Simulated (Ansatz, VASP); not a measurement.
**HgTe: VASP beside Ansatz**

Contents of INCAR:

```
SYSTEM = HgTe
PREC = Accurate ; ENCUT = 520
EDIFF = 1E-6 ; ISMEAR = -1
SIGMA = 0.05 ; LREAL = .False.
LASPH = .True. ; NELM = 80
ALGO = Normal ; ISIF = 2
LWAVE = .False. ; LCHARG = .False.
GGA = PE ; NBANDS = 16
```

The input KPOINTS:

```
regular mesh
0
Gamma
  11 11 11
  0 0 0
```

File POSCAR:

```
HgTe
1.0
    3.5323836522      0.0000000000      0.0000000000
    0.0000000000      3.5323836522      0.0000000000
    0.0000000000      0.0000000000      3.5323836522
Hg Te
1 1
Direct
    0.0000000000      0.0000000000      0.0000000000
    0.5000000000      0.5000000000      0.5000000000
```

Input for Ansatz:

```yaml
crystal:
  lattice:
    - [3.5323836522, 0.0, 0.0]
    - [0.0, 3.5323836522, 0.0]
    - [0.0, 0.0, 3.5323836522]
  atoms:
    - { symbol: Hg, position: [0.0, 0.0, 0.0] }
    - { symbol: Te, position: [0.5, 0.5, 0.5] }
kpoints:
  mp_grid: { grid: [11, 11, 11] }
scf:
  occupations: { method: fermi_dirac, width: 0.05 }
hamiltonian:
  xc: pbe
  pseudopotentials: { kind: all_electron, lapw: { basis_error: 0.001 } }
output:
  forces: true
  stress: true
  eigenvalues: true
  populations: true
```

Change from the starting cell: volume scaled by 0.8, LAPW.

Alike in both runs: task single point; functional PBE; k mesh 11 × 11 × 11; occupations fermi-dirac, width 0.05 eV; no spin polarisation.

|  | VASP | Ansatz |
| --- | --- | --- |
| version | VASP 6.6.1 | Ansatz 0.2.0 |
| potentials or method | VASP PAW PBE potentials, release 64 (Hg, Te), cutoff 520 eV | all-electron LAPW, scalar-relativistic |

VASP gave:

* pressure (GPa): 18.6

Question: What did Ansatz give for the same quantities?

Answer: Pressure (GPa): 18.2.

Ansatz ran all-electron here, and VASP with PAW potentials.

Spin-orbit coupling is off throughout.
